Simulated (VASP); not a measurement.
# BeCd3O4 (P-43m) in VASP: a series of runs, part 2 of 3

VASP 6.6.1.

## (3) Single point, PBE

File INCAR:

```
PREC     = Accurate       # precision mode
ENCUT    = 520            # plane-wave cutoff, eV
EDIFF    = 1E-7           # SCF threshold, eV
ISMEAR   = 0              # smearing method
SIGMA    = 0.2            # smearing width, eV
LREAL    = F              # projectors in reciprocal space
LASPH    = T              # aspherical terms in the spheres
NELM     = 100            # most SCF steps
ALGO     = Normal         # electronic algorithm
ISIF     = 2              # what is computed and relaxed
LWAVE    = F              # write WAVECAR
LCHARG   = F              # write CHGCAR
GGA      = PE             # functional
NBANDS   = 41             # bands
```

File KPOINTS:

```
Automatic mesh
0
Gamma
  4 4 4
```

File POSCAR:

```
BeCd3O4
1.0
    4.7772043904      0.0000000000      0.0000000000
    0.0000000000      4.7772043904      0.0000000000
    0.0000000000      0.0000000000      4.7772043904
Be Cd O
1 3 4
Direct
    0.0000000000      0.0000000000      0.0000000000
    0.0000000000      0.5000000000      0.5000000000
    0.5000000000      0.5000000000      0.0000000000
    0.5000000000      0.0000000000      0.5000000000
    0.7949732104      0.7949732104      0.2050267896
    0.7949732104      0.2050267896      0.7949732104
    0.2050267896      0.7949732104      0.7949732104
    0.2050267896      0.2050267896      0.2050267896
```

Potentials or basis: VASP PAW PBE potentials, release 64 (Be, Cd, O).

Launch:

```console
> cat potpaw_PBE.64/Be/POTCAR potpaw_PBE.64/Cd/POTCAR potpaw_PBE.64/O/POTCAR > POTCAR
> mpirun -np 1 vasp_std > vasp.out
```

OUTCAR:

```text
PREC = Accurate
   ENCUT = 520
   EDIFF = 1E-7
   ISMEAR = 0
   LREAL = F
   LASPH = T
   NELM = 100
   ISIF = 2
   GGA = PE

 ion  position               nearest neighbor table
   1  0.000  0.000  0.000-   5 1.70   6 1.70   7 1.70   8 1.70
   2  0.000  0.500  0.500-   5 2.22   6 2.22   7 2.22   8 2.22   3 3.38   4 3.38   3 3.38   4 3.38
                             3 3.38   4 3.38   3 3.38   4 3.38
   3  0.500  0.500  0.000-   5 2.22   6 2.22   7 2.22   8 2.22   2 3.38   4 3.38   2 3.38   4 3.38
                             4 3.38   4 3.38   2 3.38   2 3.38
   4  0.500  0.000  0.500-   5 2.22   6 2.22   7 2.22   8 2.22   2 3.38   3 3.38   3 3.38   2 3.38
                             3 3.38   3 3.38   2 3.38   2 3.38
   5  0.795  0.795  0.205-   1 1.70   2 2.22   3 2.22   4 2.22
   6  0.795  0.205  0.795-   1 1.70   2 2.22   3 2.22   4 2.22
   7  0.205  0.795  0.795-   1 1.70   2 2.22   3 2.22   4 2.22
   8  0.205  0.205  0.205-   1 1.70   2 2.22   3 2.22   4 2.22

  LATTYP: Found a simple cubic cell.
 ALAT       =     4.7772043904

  Lattice vectors:

 A1 = (   4.7772043904,   0.0000000000,   0.0000000000)
 A2 = (   0.0000000000,   4.7772043904,   0.0000000000)
 A3 = (   0.0000000000,   0.0000000000,   4.7772043904)

Analysis of symmetry for initial positions (statically):
=====================================================================
 Subroutine PRICEL returns:
 Original cell was already a primitive cell.

 Routine SETGRP: Setting up the symmetry group for a
 simple cubic supercell.

 Subroutine GETGRP returns: Found 24 space group operations
 (whereof 24 operations were pure point group operations)
 out of a pool of 48 trial point group operations.

The static configuration has the point symmetry T_d .

Analysis of symmetry for dynamics (positions and initial velocities):
=====================================================================
 Subroutine PRICEL returns:
 Original cell was already a primitive cell.

 Routine SETGRP: Setting up the symmetry group for a
 simple cubic supercell.

 Subroutine GETGRP returns: Found 24 space group operations
 (whereof 24 operations were pure point group operations)
 out of a pool of 48 trial point group operations.

The dynamic configuration has the point symmetry T_d .

 Subroutine INISYM returns: Found 24 space group operations
 (whereof 24 operations are pure point group operations),
 and found     1 'primitive' translations

----------------------------------------------------------------------------------------

                                     Primitive cell

  volume of cell :     109.0238

  direct lattice vectors                    reciprocal lattice vectors
     4.777204390  0.000000000  0.000000000     0.209327447  0.000000000  0.000000000
     0.000000000  4.777204390  0.000000000     0.000000000  0.209327447  0.000000000
     0.000000000  0.000000000  4.777204390     0.000000000  0.000000000  0.209327447

  length of vectors
     4.777204390  4.777204390  4.777204390     0.209327447  0.209327447  0.209327447

  position of ions in fractional coordinates (direct lattice)
     0.000000000  0.000000000  0.000000000
     0.000000000  0.500000000  0.500000000
[... 51 lines left out ...]
  0.500000  0.500000  0.000000      3.000000
  0.250000  0.250000  0.250000      8.000000
  0.500000  0.250000  0.250000     12.000000
  0.500000  0.500000  0.250000      6.000000
  0.500000  0.500000  0.500000      1.000000
   k-points           NKPTS =     10   k-points in BZ     NKDIM =     10   number of bands    NBANDS=     41
   number of dos      NEDOS =    301   number of ions     NIONS =      8
   total plane-waves  NPLWV =  46656
   dimension x,y,z NGX =    36 NGY =   36 NGZ =   36
   dimension x,y,z NGXF=    72 NGYF=   72 NGZF=   72
   ions per type =               1   3   4
   NGX,Y,Z   is equivalent  to a cutoff of  12.53, 12.53, 12.53 a.u.
   NGXF,Y,Z  is equivalent  to a cutoff of  25.06, 25.06, 25.06 a.u.
 SYSTEM =  unknown system
   PREC   = accura    normal or accurate (medium, high low for compatibility)
   ISTART =      0    job   : 0-new  1-cont  2-samecut
   ICHARG =      2    charge: 1-file 2-atom 10-const
   ISPIN  =      1    spin polarized calculation?
   LNONCOLLINEAR =      F non collinear calculations
   LSORBIT =      F    spin-orbit coupling
   LASPH  =      T    aspherical Exc in radial PAW
   ENCUT  =  520.0 eV  38.22 Ry    6.18 a.u.   8.88  8.88  8.88*2*pi/ulx,y,z
   NELM   =    100;   NELMIN=  2; NELMDL= -5     # of ELM steps
   EDIFF  = 0.1E-06   stopping-criterion for ELM
   LREAL  =      F    real-space projection
   EDIFFG = 0.1E-05   stopping-criterion for IOM
   NSW    =      0    number of steps for IOM
   IBRION =     -1    ionic relax: 0-MD 1-quasi-New 2-CG
   NFREE  =      0    steps in history (QN), initial steepest desc. (CG)
   ISIF   =      2    stress and relaxation
   ISYM   =      2    0-nonsym 1-usesym 2-fastsym
   POTIM  = 0.5000    time-step for ionic-motion
   TEBEG  =    0.0;   TEEND  =   0.0 temperature during run
   PSTRESS=    0.0 pullay stress
   NELECT =      62.0000    total number of electrons
   NUPDOWN=      -1.0000    fix difference up-down
   EMIN   =  10.00;   EMAX   =-10.00  energy-range for DOS
   EFERMI =   0.00;   METHOD = LEGACY
   ISMEAR =     0;   SIGMA  =   0.20  broadening in eV -4-tet -1-fermi 0-gaus
   EFERMI_NEDOS =   21; number of points for ismear=-14 and -15
   IALGO  =     38    algorithm
   IMIX   =      4    mixing-type and parameters
     AMIX     =   0.40;   BMIX     =  1.00
     AMIX_MAG =   1.60;   BMIX_MAG =  1.00
  volume/ion in A,a.u.               =      13.63        91.97
  Fermi-wavevector in a.u.,A,eV,Ry     =   1.356329  2.563089 25.029647  1.839627
  Thomas-Fermi vector in A             =   2.483341
   LORBIT       =      0    0 simple, 1 ext, 2 COOP (PROOUT), +10 PAW based schemes
   GGA     = PE    functional components
   LHFCALC =     F    Hartree Fock is set to
   AEXX    =    0.0000 exact exchange contribution
   IVDW    =     0    specifies the selected vdW correction
   LEPSILON=     F    determine dielectric tensor
   LRPA    =     F    only Hartree local field effects (RPA)
 non-spin polarized calculation
 Gauss-broadening in eV      SIGMA  =   0.20
  energy-cutoff  :      520.00
  volume of cell :      109.02
 maximum number of plane-waves:      3016
 NGX is ok and might be reduce to    36
   NGX = 17   NGY = 17   NGZ = 17

 number of electron      62.0000016 magnetization

 Free energy of the ion-electron system (eV)
  ---------------------------------------------------
  ext. energy  EPLUGINS =         0.00000000
  ---------------------------------------------------
  free energy    TOTEN  =       -36.50958081 eV

  energy without entropy =      -36.50286942  energy(sigma->0) =      -36.50622511

 E-fermi :   1.3283     XC(G=0): -10.5313

 val. band max:        1.2372626852   @ k =   0.0000   0.0000   0.0000
 cond. band min:       2.4527013249   @ k =   0.2500   0.0000   0.0000
 fundamental gap:      1.2154386397
 Fermi energy:         1.3282681887

 k-point     1 :       0.0000    0.0000    0.0000
  band No.  band energies     occupation
      1     -16.1965      2.00000
      2     -15.3819      2.00000
      3     -15.3819      2.00000
      4     -15.3819      2.00000
      5      -6.2562      2.00000
      6      -5.9916      2.00000
[... 429 lines left out ...]
     40      13.2737      0.00000
     41      13.6660      0.00000

------------------------ aborting loop because EDIFF is reached ----------------------------------------

  FORCE on cell =-STRESS in cart. coord.  units (eV):
  Direction    XX          YY          ZZ          XY          YZ          ZX
  --------------------------------------------------------------------------------------
  -------------------------------------------------------------------------------------
  Total        0.7565612      0.7565612      0.7565612     -0.0000000     -0.0000000     -0.0000000
  in kB       11.1181670     11.1181670     11.1181670     -0.0000000     -0.0000000     -0.0000000
  external PRESSURE =      11.1181670 kB  Pullay stress =       0.0000000 kB

 VOLUME and BASIS-vectors are now :
 -----------------------------------------------------------------------------
  energy-cutoff  :      520.00
  volume of cell :      109.02
      direct lattice vectors                 reciprocal lattice vectors
     4.777204390  0.000000000  0.000000000     0.209327447  0.000000000  0.000000000
     0.000000000  4.777204390  0.000000000     0.000000000  0.209327447  0.000000000
     0.000000000  0.000000000  4.777204390     0.000000000  0.000000000  0.209327447

 POSITION                                       TOTAL-FORCE (eV/Angst)
 -----------------------------------------------------------------------------------
      0.00000      0.00000      0.00000         0.000000     -0.000000      0.000000
      0.00000      2.38860      2.38860         0.000000      0.000000      0.000000
      2.38860      2.38860      0.00000        -0.000000     -0.000000      0.000000
      2.38860      0.00000      2.38860        -0.000000     -0.000000      0.000000
      3.79775      3.79775      0.97945         0.053581      0.053581     -0.053581
      3.79775      0.97945      3.79775         0.053581     -0.053581      0.053581
      0.97945      3.79775      3.79775        -0.053581      0.053581      0.053581
      0.97945      0.97945      0.97945        -0.053581     -0.053581     -0.053581
 -----------------------------------------------------------------------------------
    total drift:                                0.000000      0.000000      0.000000

  FREE ENERGIE OF THE ION-ELECTRON SYSTEM (eV)
  ---------------------------------------------------
  free  energy   TOTEN  =       -36.5095808052 eV

  energy  without entropy=      -36.5028694151  energy(sigma->0) =      -36.50622511
```

It took 36 s on 1 thread of Intel Xeon 6975P-C (Granite Rapids), shared host; peak memory 0.21 GiB.

What came out:

| Property | Result |
| --- | --- |
| Free energy | -36.5096 eV |
| Pressure | 1.1 GPa |
| Largest force | 0.093 eV/Å |

Forces on the atoms (eV/Å):
```
Be   0.000  0.000  0.000
Cd   0.000  0.000  0.000
Cd   0.000  0.000  0.000
Cd   0.000  0.000  0.000
O    0.054  0.054 -0.054
O    0.054 -0.054  0.054
O   -0.054  0.054  0.054
O   -0.054 -0.054 -0.054
```

(Continued in part 3 of 3.)
